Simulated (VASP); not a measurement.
# MgTl2 (Fd-3m) in VASP: notebook

MgTl2 is run at these levels: PBE; tasks: single point.

All numbers are computed with VASP 6.6.1; they aren't measurements. Logs are shortened: lines on timing, memory, paths and dates and some standing lists are left out, and cuts for length are marked.

## 1. The cell of the first run

Symmetry: Fd-3m, No. 227, cubic system. The conventional cell has a = 8.527 Å, b = 8.527 Å, c = 8.527 Å, α = 90.00°, β = 90.00°, γ = 90.00°. Mg (site symmetry -43m) has 12 Tl at 3.54 Å and 4 Mg at 3.69 Å within 4.6 Å. Tl (site symmetry -3m) has 6 Tl at 3.01 Å and 6 Mg at 3.54 Å within 4.0 Å.

## 2. Single point, PBE

Contents of INCAR:

```
SYSTEM = MgTl2
PREC = Accurate
ENCUT = 520
EDIFF = 1E-7
ISMEAR = 0
SIGMA = 0.1
LREAL = .FALSE.
LASPH = .TRUE.
NELM = 100
ALGO = Normal
ISIF = 2
LWAVE = .FALSE.
LCHARG = .FALSE.
GGA = PE
NBANDS = 37
```

Contents of KPOINTS:

```
Automatic mesh
0
G
  4 4 4
  0 0 0
```

Contents of POSCAR:

```
MgTl2
1.0
    0.0000000000      4.2635385387      4.2635385387
    4.2635385387      0.0000000000      4.2635385387
    4.2635385387      4.2635385387      0.0000000000
Mg Tl
2 4
Direct
    0.0000000000      0.0000000000      0.0000000000
    0.2500000000      0.2500000000      0.2500000000
    0.6250000000      0.6250000000      0.6250000000
    0.1250000000      0.6250000000      0.6250000000
    0.6250000000      0.6250000000      0.1250000000
    0.6250000000      0.1250000000      0.6250000000
```

Potentials or basis: VASP PAW PBE potentials, release 64 (Mg, Tl_d).

Launch:

```sh
> cat potpaw_PBE.64/Mg/POTCAR potpaw_PBE.64/Tl_d/POTCAR > POTCAR
> mpirun -np 1 vasp_std > vasp.out
```

OUTCAR:

```text
SYSTEM = MgTl2
   PREC = Accurate
   ENCUT = 520
   EDIFF = 1E-7
   ISMEAR = 0
   LREAL = .FALSE.
   LASPH = .TRUE.
   NELM = 100
   ISIF = 2
   GGA = PE

 ion  position               nearest neighbor table
   1  0.000  0.000  0.000-   3 3.54   3 3.54   3 3.54   4 3.54   5 3.54   6 3.54   6 3.54   4 3.54
                             6 3.54   5 3.54   4 3.54   5 3.54
   2  0.250  0.250  0.250-   4 3.54   5 3.54   6 3.54   3 3.54   3 3.54   3 3.54   4 3.54   4 3.54
                             5 3.54   6 3.54   5 3.54   6 3.54
   3  0.625  0.625  0.625-   4 3.01   5 3.01   6 3.01   5 3.01   6 3.01   4 3.01   1 3.54   2 3.54
                             1 3.54   2 3.54   1 3.54   2 3.54
   4  0.125  0.625  0.625-   3 3.01   5 3.01   6 3.01   3 3.01   5 3.01   6 3.01   1 3.54   2 3.54
                             2 3.54   1 3.54   2 3.54   1 3.54
   5  0.625  0.625  0.125-   3 3.01   3 3.01   4 3.01   6 3.01   6 3.01   4 3.01   1 3.54   2 3.54
                             1 3.54   2 3.54   1 3.54   2 3.54
   6  0.625  0.125  0.625-   3 3.01   5 3.01   3 3.01   4 3.01   5 3.01   4 3.01   1 3.54   2 3.54
                             1 3.54   2 3.54   1 3.54   2 3.54

  LATTYP: Found a face centered cubic cell.
 ALAT       =     8.5270770774

  Lattice vectors:

 A1 = (   0.0000000000,   4.2635385387,   4.2635385387)
 A2 = (   4.2635385387,   0.0000000000,   4.2635385387)
 A3 = (   4.2635385387,   4.2635385387,   0.0000000000)

Analysis of symmetry for initial positions (statically):
=====================================================================
 Subroutine PRICEL returns:
 Original cell was already a primitive cell.

 Routine SETGRP: Setting up the symmetry group for a
 face centered cubic supercell.

 Subroutine GETGRP returns: Found 48 space group operations
 (whereof 24 operations were pure point group operations)
 out of a pool of 48 trial point group operations.

The static configuration has the point symmetry T_d .
 The point group associated with its full space group is O_h .

Analysis of symmetry for dynamics (positions and initial velocities):
=====================================================================
 Subroutine PRICEL returns:
 Original cell was already a primitive cell.

 Routine SETGRP: Setting up the symmetry group for a
 face centered cubic supercell.

 Subroutine GETGRP returns: Found 48 space group operations
 (whereof 24 operations were pure point group operations)
 out of a pool of 48 trial point group operations.

The dynamic configuration has the point symmetry T_d .
 The point group associated with its full space group is O_h .

 Subroutine INISYM returns: Found 48 space group operations
 (whereof 24 operations are pure point group operations),
 and found     1 'primitive' translations

----------------------------------------------------------------------------------------

                                     Primitive cell

  volume of cell :     155.0032

  direct lattice vectors                    reciprocal lattice vectors
     0.000000000  4.263538539  4.263538539    -0.117273480  0.117273480  0.117273480
     4.263538539  0.000000000  4.263538539     0.117273480 -0.117273480  0.117273480
     4.263538539  4.263538539  0.000000000     0.117273480  0.117273480 -0.117273480

  length of vectors
     6.029554025  6.029554025  6.029554025     0.203123625  0.203123625  0.203123625

  position of ions in fractional coordinates (direct lattice)
     0.000000000  0.000000000  0.000000000
     0.250000000  0.250000000  0.250000000
     0.625000000  0.625000000  0.625000000
     0.125000000  0.625000000  0.625000000
     0.625000000  0.625000000  0.125000000
     0.625000000  0.125000000  0.625000000

  ion indices of the primitive-cell ions
   primitive index   ion index
                 1           1
                 2           2
                 3           3
                 4           4
                 5           5
                 6           6

----------------------------------------------------------------------------------------

 KPOINTS: Automatic mesh

Automatic generation of k-mesh.
 Grid dimensions read from file:
 generate k-points for:    4    4    4

 Generating k-lattice:

  Cartesian coordinates                     Fractional coordinates (reciprocal lattice)
    -0.029318370  0.029318370  0.029318370     0.250000000  0.000000000  0.000000000
     0.029318370 -0.029318370  0.029318370     0.000000000  0.250000000  0.000000000
     0.029318370  0.029318370 -0.029318370     0.000000000  0.000000000  0.250000000

  Length of vectors
     0.050780906  0.050780906  0.050780906

  Shift w.r.t. Gamma in fractional coordinates (k-lattice)
     0.000000000  0.000000000  0.000000000

 Subroutine IBZKPT returns following result:
 ===========================================

 Found      8 irreducible k-points:

 Following reciprocal coordinates:
            Coordinates               Weight
  0.000000  0.000000  0.000000      1.000000
  0.250000  0.000000  0.000000      8.000000
  0.500000  0.000000  0.000000      4.000000
  0.250000  0.250000  0.000000      6.000000
  0.500000  0.250000  0.000000     24.000000
 -0.250000  0.250000  0.000000     12.000000
  0.500000  0.500000  0.000000      3.000000
 -0.250000  0.500000  0.250000      6.000000
   k-points           NKPTS =      8   k-points in BZ     NKDIM =      8   number of bands    NBANDS=     37
   number of dos      NEDOS =    301   number of ions     NIONS =      6
   total plane-waves  NPLWV = 110592
   dimension x,y,z NGX =    48 NGY =   48 NGZ =   48
   dimension x,y,z NGXF=    96 NGYF=   96 NGZF=   96
   ions per type =               2   4
   NGX,Y,Z   is equivalent  to a cutoff of  13.23, 13.23, 13.23 a.u.
   NGXF,Y,Z  is equivalent  to a cutoff of  26.47, 26.47, 26.47 a.u.
 SYSTEM =  MgTl2
   PREC   = accura    normal or accurate (medium, high low for compatibility)
   ISTART =      0    job   : 0-new  1-cont  2-samecut
   ICHARG =      2    charge: 1-file 2-atom 10-const
   ISPIN  =      1    spin polarized calculation?
   LNONCOLLINEAR =      F non collinear calculations
   LSORBIT =      F    spin-orbit coupling
   LASPH  =      T    aspherical Exc in radial PAW
   ENCUT  =  520.0 eV  38.22 Ry    6.18 a.u.  11.21 11.21 11.21*2*pi/ulx,y,z
   NELM   =    100;   NELMIN=  2; NELMDL= -5     # of ELM steps
   EDIFF  = 0.1E-06   stopping-criterion for ELM
   LREAL  =      F    real-space projection
   EDIFFG = 0.1E-05   stopping-criterion for IOM
   NSW    =      0    number of steps for IOM
   IBRION =     -1    ionic relax: 0-MD 1-quasi-New 2-CG
   NFREE  =      0    steps in history (QN), initial steepest desc. (CG)
   ISIF   =      2    stress and relaxation
   ISYM   =      2    0-nonsym 1-usesym 2-fastsym
   POTIM  = 0.5000    time-step for ionic-motion
   TEBEG  =    0.0;   TEEND  =   0.0 temperature during run
   PSTRESS=    0.0 pullay stress
   NELECT =      56.0000    total number of electrons
   NUPDOWN=      -1.0000    fix difference up-down
   EMIN   =  10.00;   EMAX   =-10.00  energy-range for DOS
   EFERMI =   0.00;   METHOD = LEGACY
   ISMEAR =     0;   SIGMA  =   0.10  broadening in eV -4-tet -1-fermi 0-gaus
   EFERMI_NEDOS =   21; number of points for ismear=-14 and -15
   IALGO  =     38    algorithm
   IMIX   =      4    mixing-type and parameters
     AMIX     =   0.40;   BMIX     =  1.00
     AMIX_MAG =   1.60;   BMIX_MAG =  1.00
  volume/ion in A,a.u.               =      25.83       174.34
  Fermi-wavevector in a.u.,A,eV,Ry     =   1.165979  2.203380 18.497209  1.359507
  Thomas-Fermi vector in A             =   2.302498
   LORBIT       =      0    0 simple, 1 ext, 2 COOP (PROOUT), +10 PAW based schemes
   GGA     = PE    functional components
   LHFCALC =     F    Hartree Fock is set to
   AEXX    =    0.0000 exact exchange contribution
   IVDW    =     0    specifies the selected vdW correction
   LEPSILON=     F    determine dielectric tensor
   LRPA    =     F    only Hartree local field effects (RPA)
 non-spin polarized calculation
 Gauss-broadening in eV      SIGMA  =   0.10
  energy-cutoff  :      520.00
  volume of cell :      155.00
 maximum number of plane-waves:      4279
 NGX is ok and might be reduce to    48
   NGX = 23   NGY = 23   NGZ = 23

 number of electron      56.0000003 magnetization

 Free energy of the ion-electron system (eV)
  ---------------------------------------------------
  ext. energy  EPLUGINS =         0.00000000
  ---------------------------------------------------
  free energy    TOTEN  =       -10.12685088 eV

  energy without entropy =      -10.10426056  energy(sigma->0) =      -10.11555572

 E-fermi :   5.6018     XC(G=0):  -9.8089

 val. band max:        5.4978085927   @ k =   0.5000   0.0000   0.0000
 cond. band min:       5.6141753376   @ k =   0.2500   0.2500   0.0000
 fundamental gap:      0.1163667449
 Fermi energy:         5.6017587592

 k-point     1 :       0.0000    0.0000    0.0000
  band No.  band energies     occupation
      1      -7.1584      2.00000
      2      -6.5209      2.00000
      3      -6.5209      2.00000
      4      -6.5209      2.00000
      5      -6.3597      2.00000
      6      -6.3597      2.00000
[... 29 lines left out ...]
     36      13.0632      0.00000
     37      13.0632      0.00000

 k-point     2 :       0.2500    0.0000    0.0000
  band No.  band energies     occupation
      1      -6.9919      2.00000
      2      -6.4579      2.00000
      3      -6.4351      2.00000
      4      -6.4351      2.00000
      5      -6.2392      2.00000
      6      -6.2392      2.00000
[... 29 lines left out ...]
     36      11.1054      0.00000
     37      11.1883      0.00000

 k-point     3 :       0.5000    0.0000    0.0000
  band No.  band energies     occupation
      1      -6.8243      2.00000
      2      -6.3955      2.00000
      3      -6.3955      2.00000
      4      -6.2626      2.00000
      5      -5.9128      2.00000
      6      -5.8648      2.00000
[... 29 lines left out ...]
     36      11.8948      0.00000
     37      11.8948      0.00000

 k-point     4 :       0.2500    0.2500    0.0000
  band No.  band energies     occupation
      1      -6.9147      2.00000
      2      -6.4825      2.00000
      3      -6.3400      2.00000
      4      -6.3400      2.00000
      5      -6.3277      2.00000
      6      -6.1752      2.00000
[... 29 lines left out ...]
     36      11.0217      0.00000
     37      11.2842      0.00000

 k-point     5 :       0.5000    0.2500    0.0000
  band No.  band energies     occupation
      1      -6.6708      2.00000
      2      -6.3689      2.00000
      3      -6.3191      2.00000
      4      -6.2315      2.00000
      5      -6.0615      2.00000
      6      -5.9254      2.00000
[... 29 lines left out ...]
     36      11.1806      0.00000
     37      11.3956      0.00000

 k-point     6 :      -0.2500    0.2500    0.0000
  band No.  band energies     occupation
      1      -6.7686      2.00000
      2      -6.3949      2.00000
      3      -6.3637      2.00000
      4      -6.2218      2.00000
      5      -6.2056      2.00000
      6      -5.9800      2.00000
[... 29 lines left out ...]
     36      11.1486      0.00000
     37      11.9495      0.00000

 k-point     7 :       0.5000    0.5000    0.0000
  band No.  band energies     occupation
      1      -6.4975      2.00000
      2      -6.4975      2.00000
      3      -6.1181      2.00000
      4      -6.1181      2.00000
      5      -6.0504      2.00000
      6      -6.0504      2.00000
[... 29 lines left out ...]
     36      10.6439      0.00000
     37      11.0205      0.00000

 k-point     8 :      -0.2500    0.5000    0.2500
  band No.  band energies     occupation
      1      -6.3880      2.00000
      2      -6.3880      2.00000
      3      -6.2964      2.00000
      4      -6.2964      2.00000
      5      -5.9405      2.00000
      6      -5.9405      2.00000
[... 29 lines left out ...]
     36      10.0189      0.00000
     37      12.2322      0.00000

------------------------ aborting loop because EDIFF is reached ----------------------------------------

  FORCE on cell =-STRESS in cart. coord.  units (eV):
  Direction    XX          YY          ZZ          XY          YZ          ZX
  --------------------------------------------------------------------------------------
  -------------------------------------------------------------------------------------
  Total        7.2330416      7.2330416      7.2330416      0.0000000      0.0000000      0.0000000
  in kB       74.7637318     74.7637318     74.7637318      0.0000000      0.0000000      0.0000000
  external PRESSURE =      74.7637318 kB  Pullay stress =       0.0000000 kB

 VOLUME and BASIS-vectors are now :
 -----------------------------------------------------------------------------
  energy-cutoff  :      520.00
  volume of cell :      155.00
      direct lattice vectors                 reciprocal lattice vectors
     0.000000000  4.263538539  4.263538539    -0.117273480  0.117273480  0.117273480
     4.263538539  0.000000000  4.263538539     0.117273480 -0.117273480  0.117273480
     4.263538539  4.263538539  0.000000000     0.117273480  0.117273480 -0.117273480

 POSITION                                       TOTAL-FORCE (eV/Angst)
 -----------------------------------------------------------------------------------
      0.00000      0.00000      0.00000         0.000000      0.000000      0.000000
      2.13177      2.13177      2.13177        -0.000000     -0.000000     -0.000000
      5.32942      5.32942      5.32942        -0.000000      0.000000      0.000000
      5.32942      3.19765      3.19765        -0.000000      0.000000      0.000000
      3.19765      3.19765      5.32942        -0.000000      0.000000      0.000000
      3.19765      5.32942      3.19765        -0.000000      0.000000      0.000000
 -----------------------------------------------------------------------------------
    total drift:                                0.000000      0.000000      0.000000

  FREE ENERGIE OF THE ION-ELECTRON SYSTEM (eV)
  ---------------------------------------------------
  free  energy   TOTEN  =       -10.1268508787 eV

  energy  without entropy=      -10.1042605562  energy(sigma->0) =      -10.11555572
```

It took 27 s on 1 thread of Intel Xeon 6975P-C (Granite Rapids), shared host; peak memory 0.32 GiB.

Results:

```
Free energy            : -10.1269 eV
Pressure               : 7.5 GPa
Band gap on the k mesh : zero (bands 28 and 29 overlap by 2.39 eV)
```

Caveat: the cell stands under pressure; spin-orbit coupling is left out, which moves the levels of the heavy elements.

## 3. Single point, PBE

This run uses another cell than the first one, of 30.69 Å³/atom.

Contents of INCAR:

```
PREC = Accurate
ENCUT = 520
EDIFF = 1E-6
ISMEAR = 0
SIGMA = 0.1
LREAL = F
LASPH = T
NELM = 100
ALGO = Normal
ISIF = 2
LWAVE = F
LCHARG = T
GGA = PE
LELF = T
LVHAR = T
NBANDS = 37
```

Contents of KPOINTS:

```
Automatic mesh
0
Gamma
  4 4 4
```

POSCAR: that of step 2 with these lines changed.

```diff
@@ -2,5 +2,5 @@
 1.0
-    0.0000000000      4.2635385387      4.2635385387
-    4.2635385387      0.0000000000      4.2635385387
-    4.2635385387      4.2635385387      0.0000000000
+    0.0000000000      4.5156559413      4.5156559413
+    4.5156559413      0.0000000000      4.5156559413
+    4.5156559413      4.5156559413      0.0000000000
 Mg Tl
```

Potentials or basis: VASP PAW PBE potentials, release 64 (Mg, Tl_d).

Launch:

```sh
> cat potpaw_PBE.64/Mg/POTCAR potpaw_PBE.64/Tl_d/POTCAR > POTCAR
> mpirun -np 1 vasp_std > vasp.out
```

Run time: 27 s. Hardware: 1 thread of Intel Xeon 6975P-C (Granite Rapids), shared host; peak memory 0.33 GiB.

Results (log left out):

```
Free energy            : -10.7355 eV
Pressure               : 0.3 GPa
Band gap on the k mesh : zero (bands 28 and 29 overlap by 2.24 eV)
```

Levels at points of the mesh, in eV from the Fermi level:
```
           k point  band 26  band 27  band 28  band 29  band 30  band 31
(0.00, 0.00, 0.00)    -1.24    -1.24    -1.24    -1.03     0.55     0.55
(0.50, 0.00, 0.00)    -1.01    -1.01    -0.29     0.70     1.99     1.99
(0.50, 0.50, 0.00)    -2.59     1.21     1.21     2.12     2.12     2.92
```

Caveat: spin-orbit coupling is left out, which moves the levels of the heavy elements.
